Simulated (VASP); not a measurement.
Ba: single point with PBEsol

Crystal: Ba.

```xyz
1
Lattice="3.8755 0.0000 0.0000 0.0000 3.8755 0.0000 0.0000 0.0000 3.8755" Properties=species:S:1:pos:R:3 pbc="T T T"
Ba    0.0000    0.0000    0.0000
```

This cell differs from its parent crystal: strained.

```json
{"Program": "VASP 6.6.1", "Task": "single point", "Functional": "PBEsol", "Potentials or basis": "VASP PAW PBE potentials, release 64 (Ba_sv)", "Cutoff": "520 eV", "k mesh": "12 × 12 × 12", "Occupations": "gaussian, width 0.1 eV", "Spin": "no spin polarisation", "Dipole correction": "no", "Further INCAR settings": "ALGO = Normal; EDIFF = 1e-07; NBANDS = 11"}
```

The pressure is -0.2 GPa and the band gap on the k mesh is zero (band 5 reaches 1.84 eV, above the bottom of band 6 at 1.63 eV).

Levels at points of the mesh, in eV from the Fermi level:
```
           k point  band 3  band 4  band 5  band 6  band 7  band 8
(0.00, 0.00, 0.00)  -13.82  -13.82   -2.60   -0.02   -0.02    5.18
(0.50, 0.00, 0.00)  -13.74  -13.74   -0.68    0.58    0.95    2.75
(0.50, 0.50, 0.00)  -14.53  -13.66   -1.08    0.72    3.28    3.28
(0.50, 0.50, 0.50)  -14.42  -14.42   -0.09   -0.09   -0.09    4.04
```

It took 58 s on 1 thread of AMD EPYC 7R13, on a shared host, peak memory 0.17 GiB.

Caveat: the cell differs from its parent crystal (strained); the PAW data sets were made with another functional, which shifts forces and pressure a little; spin-orbit coupling is left out, which moves the levels of the heavy elements.
